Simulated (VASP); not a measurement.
# Pt (P6_3/mmc) in VASP: further runs

Runs on Pt. Level: r2SCAN. Tasks: single point.

All numbers are computed with VASP 6.6.1; they aren't measurements. Logs are shortened: lines on timing, memory, paths and dates and some standing lists are left out, and cuts for length are marked.

## 1. The cell of the first run

It takes space group P6_3/mmc (No. 194, hexagonal). Conventional cell: a = 2.623 Å, b = 2.623 Å, c = 4.792 Å, α = 90.00°, β = 90.00°, γ = 120.00°. Pt (site symmetry -6m2) has 12 Pt at 2.62 to 2.83 Å within 3.5 Å.

This isn't the form of Pt at room conditions, which is fcc.

## 2. Single point, r2SCAN (strain -0.050 along x and y, +0.000 along z)

POSCAR reads:

```
Pt
1.0
    2.6226323350      0.0000000000      0.0000000000
   -1.3113161675      2.2712662269      0.0000000000
    0.0000000000      0.0000000000      4.7921340000
Pt
2
Direct
    0.6666666667      0.3333333333      0.7500000000
    0.3333333333      0.6666666667      0.2500000000
```

INCAR.step1 reads:

```
  ALGO = Normal
  EDIFF = 1E-4
  ENCUT = 520
  GGA = PE
  ISMEAR = 0
  LASPH = True
  LCHARG = False
  LREAL = False
  LWAVE = True
  NBANDS = 17
  NELM = 60
  PREC = Accurate
  SIGMA = 0.15
```

INCAR.step2 reads:

```
  ALGO = Normal
  EDIFF = 1E-7
  ENCUT = 520
  ISIF = 2
  ISMEAR = 0
  ISTART = 1
  LASPH = True
  LCHARG = False
  LMIXTAU = True
  LREAL = False
  LWAVE = False
  METAGGA = R2SCAN
  NBANDS = 17
  NELM = 60
  PREC = Accurate
  SIGMA = 0.15
```

KPOINTS reads:

```
k-points
0
Gamma
  18 18 10
```

Potentials or basis: VASP PAW PBE potentials, release 64 (Pt).

Started as:

```
> cat potpaw_PBE.64/Pt/POTCAR > POTCAR
> cp INCAR.step1 INCAR
> mpirun -np 1 vasp_std > vasp.out
> cp INCAR.step2 INCAR
> mpirun -np 1 vasp_std > vasp.out
```

OUTCAR:

```text
EDIFF = 1E-7
   ENCUT = 520
   ISIF = 2
   ISMEAR = 0
   ISTART = 1
   LASPH = True
   LREAL = False
   METAGGA = R2SCAN
   NELM = 60
   PREC = Accurate

 ion  position               nearest neighbor table
   1  0.667  0.333  0.750-   2 2.83   2 2.83   2 2.83   2 2.83   2 2.83   2 2.83
   2  0.333  0.667  0.250-   1 2.83   1 2.83   1 2.83   1 2.83   1 2.83   1 2.83

  LATTYP: Found a hexagonal cell.
 ALAT       =     2.6226323350
 C/A-ratio  =     1.8272229531

  Lattice vectors:

 A1 = (   2.6226323350,   0.0000000000,   0.0000000000)
 A2 = (  -1.3113161675,   2.2712662269,   0.0000000000)
 A3 = (   0.0000000000,   0.0000000000,   4.7921340000)

Analysis of symmetry for initial positions (statically):
=====================================================================
 Subroutine PRICEL returns:
 Original cell was already a primitive cell.

 Routine SETGRP: Setting up the symmetry group for a
 hexagonal supercell.

 Subroutine GETGRP returns: Found 24 space group operations
 (whereof 12 operations were pure point group operations)
 out of a pool of 24 trial point group operations.

The static configuration has the point symmetry D_3d.
 The point group associated with its full space group is D_6h.

Analysis of symmetry for dynamics (positions and initial velocities):
=====================================================================
 Subroutine PRICEL returns:
 Original cell was already a primitive cell.

 Routine SETGRP: Setting up the symmetry group for a
 hexagonal supercell.

 Subroutine GETGRP returns: Found 24 space group operations
 (whereof 12 operations were pure point group operations)
 out of a pool of 24 trial point group operations.

The dynamic configuration has the point symmetry D_3d.
 The point group associated with its full space group is D_6h.

 Subroutine INISYM returns: Found 24 space group operations
 (whereof 12 operations are pure point group operations),
 and found     1 'primitive' translations

----------------------------------------------------------------------------------------

                                     Primitive cell

  volume of cell :      28.5453

  direct lattice vectors                    reciprocal lattice vectors
     2.622632335  0.000000000  0.000000000     0.381296298  0.220141520  0.000000000
    -1.311316168  2.271266227  0.000000000     0.000000000  0.440283040  0.000000000
     0.000000000  0.000000000  4.792134000     0.000000000  0.000000000  0.208675300
[... 83 lines left out ...]
   NELM   =     60;   NELMIN=  2; NELMDL=  0     # of ELM steps
   EDIFF  = 0.1E-06   stopping-criterion for ELM
   LREAL  =      F    real-space projection
   EDIFFG = 0.1E-05   stopping-criterion for IOM
   NSW    =      0    number of steps for IOM
   IBRION =     -1    ionic relax: 0-MD 1-quasi-New 2-CG
   NFREE  =      0    steps in history (QN), initial steepest desc. (CG)
   ISIF   =      2    stress and relaxation
   ISYM   =      2    0-nonsym 1-usesym 2-fastsym
   POTIM  = 0.5000    time-step for ionic-motion
   TEBEG  =    0.0;   TEEND  =   0.0 temperature during run
   PSTRESS=    0.0 pullay stress
   NELECT =      20.0000    total number of electrons
   NUPDOWN=      -1.0000    fix difference up-down
   EMIN   =  10.00;   EMAX   =-10.00  energy-range for DOS
   EFERMI =   0.00;   METHOD = LEGACY
   ISMEAR =     0;   SIGMA  =   0.15  broadening in eV -4-tet -1-fermi 0-gaus
   EFERMI_NEDOS =   21; number of points for ismear=-14 and -15
   IALGO  =     38    algorithm
   IMIX   =      4    mixing-type and parameters
     AMIX     =   0.40;   BMIX     =  1.00
     AMIX_MAG =   1.60;   BMIX_MAG =  1.00
  volume/ion in A,a.u.               =      14.27        96.32
  Fermi-wavevector in a.u.,A,eV,Ry     =   1.454030  2.747718 28.765481  2.114203
  Thomas-Fermi vector in A             =   2.571228
   LORBIT       =      0    0 simple, 1 ext, 2 COOP (PROOUT), +10 PAW based schemes
   METAGGA = R2SCAN    functional components
   LHFCALC =     F    Hartree Fock is set to
   AEXX    =    0.0000 exact exchange contribution
   IVDW    =     0    specifies the selected vdW correction
   LEPSILON=     F    determine dielectric tensor
   LRPA    =     F    only Hartree local field effects (RPA)
 non-spin polarized calculation
 Gauss-broadening in eV      SIGMA  =   0.15
  energy-cutoff  :      520.00
  volume of cell :       28.55
 maximum number of plane-waves:       786
 NGX is ok and might be reduce to    20
   NGX =  9   NGY =  9   NGZ = 17

 number of electron      20.0000001 magnetization

 Free energy of the ion-electron system (eV)
  ---------------------------------------------------
  ext. energy  EPLUGINS =         0.00000000
  ---------------------------------------------------
  free energy    TOTEN  =      -102.64247761 eV

  energy without entropy =     -102.61689654  energy(sigma->0) =     -102.62968708

 E-fermi :  12.0462     XC(G=0): -14.9992

 val. band max:       12.0451795563   @ k =   0.2778   0.2222   0.5000
 cond. band min:      12.0497994621   @ k =   0.0556  -0.0000   0.2000
 fundamental gap:      0.0046199059
 Fermi energy:        12.0461702339

 k-point     1 :       0.0000    0.0000    0.0000
  band No.  band energies     occupation
      1       0.9508      2.00000
      2       3.4725      2.00000
      3       6.8802      2.00000
      4       7.8603      2.00000
      5       7.8603      2.00000
      6       8.2154      2.00000
[... 457 lines left out ...]
      4       7.6999      2.00000
      5       8.2101      2.00000
      6       8.4048      2.00000
[... 9 lines left out ...]
     16      26.0915      0.00000
     17      27.0143      0.00000

 [... further k-points ...]

------------------------ aborting loop because EDIFF is reached ----------------------------------------

  FORCE on cell =-STRESS in cart. coord.  units (eV):
  Direction    XX          YY          ZZ          XY          YZ          ZX
  --------------------------------------------------------------------------------------
  -------------------------------------------------------------------------------------
  Total        6.5556273      6.5556273      2.5986648      0.0000000     -0.0000000      0.0000000
  in kB      367.9513728    367.9513728    145.8567193      0.0000000     -0.0000000      0.0000000
  external PRESSURE =     293.9198217 kB  Pullay stress =       0.0000000 kB

 VOLUME and BASIS-vectors are now :
 -----------------------------------------------------------------------------
  energy-cutoff  :      520.00
  volume of cell :       28.55
      direct lattice vectors                 reciprocal lattice vectors
     2.622632335  0.000000000  0.000000000     0.381296298  0.220141520  0.000000000
    -1.311316168  2.271266227  0.000000000     0.000000000  0.440283040  0.000000000
     0.000000000  0.000000000  4.792134000     0.000000000  0.000000000  0.208675300

 POSITION                                       TOTAL-FORCE (eV/Angst)
 -----------------------------------------------------------------------------------
      1.31132      0.75709      3.59410         0.000000      0.000000      0.000000
     -0.00000      1.51418      1.19803         0.000000     -0.000000      0.000000
 -----------------------------------------------------------------------------------
    total drift:                               -0.000000      0.000000     -0.000000

  FREE ENERGIE OF THE ION-ELECTRON SYSTEM (eV)
  ---------------------------------------------------
  free  energy   TOTEN  =      -102.6424776143 eV

  energy  without entropy=     -102.6168965392  energy(sigma->0) =     -102.62968708
```

OSZICAR.step1:

```text
N       E                     dE             d eps       ncg     rms          rms(c)
DAV:   1     0.104261554607E+03    0.10426E+03   -0.10641E+04  7564   0.115E+03
DAV:   2    -0.106110253948E+02   -0.11487E+03   -0.10945E+03  8084   0.251E+02
DAV:   3    -0.124887508471E+02   -0.18777E+01   -0.18575E+01  9394   0.320E+01
DAV:   4    -0.124981591169E+02   -0.94083E-02   -0.94060E-02  8901   0.233E+00
DAV:   5    -0.124982469578E+02   -0.87841E-04   -0.87840E-04  9474   0.234E-01    0.219E+01
DAV:   6    -0.118590539381E+02    0.63919E+00   -0.84289E-01  8011   0.837E+00    0.117E+01
DAV:   7    -0.117655158267E+02    0.93538E-01   -0.25318E-01  8903   0.459E+00    0.275E+00
DAV:   8    -0.117559247186E+02    0.95911E-02   -0.32356E-02  8357   0.153E+00    0.787E-01
DAV:   9    -0.117555564147E+02    0.36830E-03   -0.38904E-04  8761   0.170E-01    0.773E-02
DAV:  10    -0.117555672831E+02   -0.10868E-04   -0.99356E-06  4249   0.232E-02
   1 F= -.11755567E+02 E0= -.11741210E+02  d E =-.287141E-01
```

It took 3.4 min on 1 thread of Intel Xeon Platinum 8559C (Emerald Rapids), shared host; peak memory 0.21 GiB.

What came out:

| Item | Value |
| --- | --- |
| Free energy | -102.6425 eV |
| Pressure | 29.4 GPa |
| Band gap on the k mesh | zero (bands 10 and 11 overlap by 1.77 eV) |

Levels at points of the mesh, in eV from the Fermi level:
```csv
k point,band 8,band 9,band 10,band 11,band 12,band 13
"(0.00, 0.00, 0.00)",-1.83,-1.83,-1.37,-0.24,-0.24,4.94
"(0.50, 0.00, 0.00)",-0.19,0.71,0.89,2.76,4.51,8.36
"(0.00, 0.00, 0.50)",-4.13,-0.87,-0.87,-0.87,-0.87,12.14
"(0.50, 0.00, 0.50)",-1.05,0.81,0.81,1.86,1.86,7.99
```

Caveat: the cell differs from its parent crystal (strain -0.050 along x and y, +0.000 along z); the cell stands under pressure; the PAW data sets were made with another functional, which shifts forces and pressure a little; spin-orbit coupling is left out, which moves the levels of the heavy elements.

## 3. Single point, r2SCAN (strain -0.025 along x and y, -0.050 along z)

POSCAR reads:

```
Pt
1.0
    2.6916489754      0.0000000000      0.0000000000
   -1.3458244877      2.3310363908      0.0000000000
    0.0000000000      0.0000000000      4.5525273000
Pt
2
Direct
    0.6666666667      0.3333333333      0.7500000000
    0.3333333333      0.6666666667      0.2500000000
```

INCAR.step1 reads:

```
SYSTEM = Pt
PREC = Accurate
ENCUT = 520
ISMEAR = 0
SIGMA = 0.15
LREAL = .FALSE.
LASPH = .TRUE.
NELM = 80
NBANDS = 17
GGA = PE
ALGO = Normal
EDIFF = 1E-4
LWAVE = .TRUE.
LCHARG = .FALSE.
```

INCAR.step2 reads:

```
SYSTEM = Pt
PREC = Accurate
ENCUT = 520
EDIFF = 1E-6
ISMEAR = 0
SIGMA = 0.15
LREAL = .FALSE.
LASPH = .TRUE.
NELM = 80
ALGO = Normal
ISIF = 2
LWAVE = .FALSE.
LCHARG = .FALSE.
METAGGA = R2SCAN
LMIXTAU = .TRUE.
NBANDS = 17
ISTART = 1
```

KPOINTS reads:

```
Automatic mesh
0
G
  18 18 10
  0 0 0
```

Potentials or basis: VASP PAW PBE potentials, release 64 (Pt).

Started as:

```
> cat potpaw_PBE.64/Pt/POTCAR > POTCAR
> cp INCAR.step1 INCAR
> mpirun -np 1 vasp_std > vasp.out
> cp INCAR.step2 INCAR
> mpirun -np 1 vasp_std > vasp.out
```

Wall time 3.2 min (1 thread of Intel Xeon Platinum 8559C (Emerald Rapids), shared host); peak memory 0.21 GiB.

The run converged. Its results:

* Free energy: -102.7186 eV
* Pressure: 25.4 GPa
* Band gap on the k mesh: zero (bands 10 and 11 overlap by 1.57 eV)

Stress tensor (GPa, compression positive):
```
23.84  0.00  0.00
 0.00 23.84  0.00
 0.00  0.00 28.60
```

Levels at points of the mesh, in eV from the Fermi level:
```
           k point  band 6  band 7  band 8  band 9  band 10  band 11  band 12  band 13  band 14  band 15
(0.00, 0.00, 0.00)   -3.65   -3.65   -2.46   -2.46    -0.81    -0.34    -0.34     6.03    15.71    16.91
(0.50, 0.00, 0.00)   -3.45   -3.23    0.07    0.23     0.52     2.59     4.25     8.28    10.03    11.10
(0.00, 0.00, 0.50)   -4.18   -4.18   -4.18   -1.04    -1.04    -1.04    -1.04    13.82    13.82    16.37
(0.50, 0.00, 0.50)   -2.36   -1.08   -1.08    0.40     0.40     1.83     1.83     7.53     7.53    15.75
```

Caveat: the cell differs from its parent crystal (strain -0.025 along x and y, -0.050 along z); the cell stands under pressure; the PAW data sets were made with another functional, which shifts forces and pressure a little; spin-orbit coupling is left out, which moves the levels of the heavy elements.
